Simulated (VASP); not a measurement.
AlIn3As4:

```
Al In As
1.0
     4.04806    0.00000    0.00000
     0.00000    4.04806    0.00000
     0.00000    0.00000   11.44965
Al In As
1 3 4
Cartesian
  0.0000 0.0000 0.0000
  2.0240 2.0240 2.8624
  0.0000 0.0000 5.7248
  2.0240 2.0240 8.5872
  2.0240 0.0000 1.4312
  0.0000 2.0240 4.2936
  2.0240 0.0000 7.1560
  0.0000 2.0240 10.0184
```

- Program: VASP 6.6.1
- Task: relaxation of cell and atoms
- Functional: PBE
- Potentials or basis: VASP PAW PBE potentials, release 64 (Al, In_d, As)
- Cutoff: 600 eV
- k mesh: 4 × 4 × 2
- Occupations: gaussian, width 0.1 eV
- Spin: no spin polarisation

At the start: pressure 14.9 GPa; volume 23.45 Å³/atom.

**Question.** How do energy, volume and symmetry change on relaxing?

**Answer.** Over 10 steps the energy falls by 215.5 meV/atom and the volume is 27.99 Å³/atom (+19.3 %); space group P-4m2 (No. 115, to 0.1 Å) before and after.

Step by step:
```tsv
step	energy change (eV)	largest force (eV/Å)	pressure (GPa)	volume (Å³)
1	0.0000	1.8822	14.88	187.62
2	-1.1868	0.3375	-4.63	253.18
3	-1.6035	0.6253	-0.19	226.41
4	-1.6034	0.6094	-0.47	227.24
5	-1.6442	0.4205	-0.26	226.39
6	-1.6945	0.3049	0.13	224.00
7	-1.7132	0.1895	-0.05	224.65
8	-1.7215	0.1352	-0.25	225.43
9	-1.7236	0.0199	0.27	223.14
10	-1.7242	0.0370	0.10	223.89
```

Final structure:
```
CELL_PARAMETERS angstrom
4.31399 0.00000 0.00000
0.00000 4.31399 0.00000
0.00000 0.00000 12.03032
ATOMIC_POSITIONS crystal
Al 0.00000 0.00000 0.00000
In 0.50000 0.50000 0.24022
In 0.00000 0.00000 0.50000
In 0.50000 0.50000 0.75978
As 0.50000 0.00000 0.10922
As 0.00000 0.50000 0.37044
As 0.50000 0.00000 0.62956
As 0.00000 0.50000 0.89078
```

Caveat: the k points lie up to 0.36 Å⁻¹ apart in the final cell; the volume moved by over 15 % at a fixed basis, so the end points are rough.
